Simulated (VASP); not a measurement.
Wanted: the native input for a VASP 6.6.1 run.

```yaml
Task: single point
Functional: PBE
Potentials_or_basis: VASP PAW PBE potentials, release 64 (Y_sv, Sc_sv, As)
Cutoff: 520 eV
k_mesh: 6 × 6 × 2
Occupations: gaussian, width 0.1 eV
Spin: collinear spin
Starting_moments: "[0.0, 0.0, 1.0, 0.0, 0.0, 0.0] μB"
Dipole_correction: no
Further_INCAR_settings: ALGO = Normal; EDIFF = 1e-06; NBANDS = 37
```

The structure of Y2ScAs3 lies in POSCAR:

```
Y2ScAs3
1.0
    4.5731806765      0.0000000000      0.0000000000
   -2.2865903383      3.9604906419      0.0000000000
    0.0000000000      0.0000000000      7.6080951208
Y Sc As
2 1 3
Direct
    0.3333333333      0.6666666667      0.2806425151
    0.3333333333      0.6666666667      0.7193574849
    0.6666666667      0.3333333333      0.0000000000
    0.6666666667      0.3333333333      0.5000000000
    0.0000000000      0.0000000000      0.0000000000
    0.0000000000      0.0000000000      0.5000000000
```

The cell was built from a structure type or drawn by symmetry, and may not be a known phase.

One way to write it, as run:

INCAR

```
SYSTEM = Y2ScAs3
ALGO = Normal
EDIFF = 1E-6
ENCUT = 520
GGA = PE
ISIF = 2
ISMEAR = 0
ISPIN = 2
LASPH = .True.
LCHARG = .False.
LMAXMIX = 4
LORBIT = 11
LREAL = .False.
LWAVE = .False.
MAGMOM = 0 0 1 0 0 0
NBANDS = 37
NELM = 150
PREC = Accurate
SIGMA = 0.1
```

KPOINTS

```
k-points
0
Gamma
  6 6 2
  0 0 0
```

Potentials or basis: VASP PAW PBE potentials, release 64 (Y_sv, Sc_sv, As).

Launch:

```bash
$ cat potpaw_PBE.64/Y_sv/POTCAR potpaw_PBE.64/Sc_sv/POTCAR potpaw_PBE.64/As/POTCAR > POTCAR
$ mpirun -np 1 vasp_std > vasp.out
```

Results of the run:

The pressure is 0.2 GPa. The largest force is 0.019 eV/Å, the net moment is 0.81 μB per cell and the site moments are Y +0.08; Sc +0.43; As -0.02, -0.01 (each value once) μB. The valence electrons inside the program's atomic spheres are Y 9.44; Sc 9.53; As 2.75, 2.81, 2.77.

Caveat: the k points lie up to 0.41 Å⁻¹ apart.

Run time: 2.6 min on 1 thread of Intel(R) Xeon(R) Platinum 8488C (Sapphire Rapids) (shared host), peak memory 0.4 GiB.
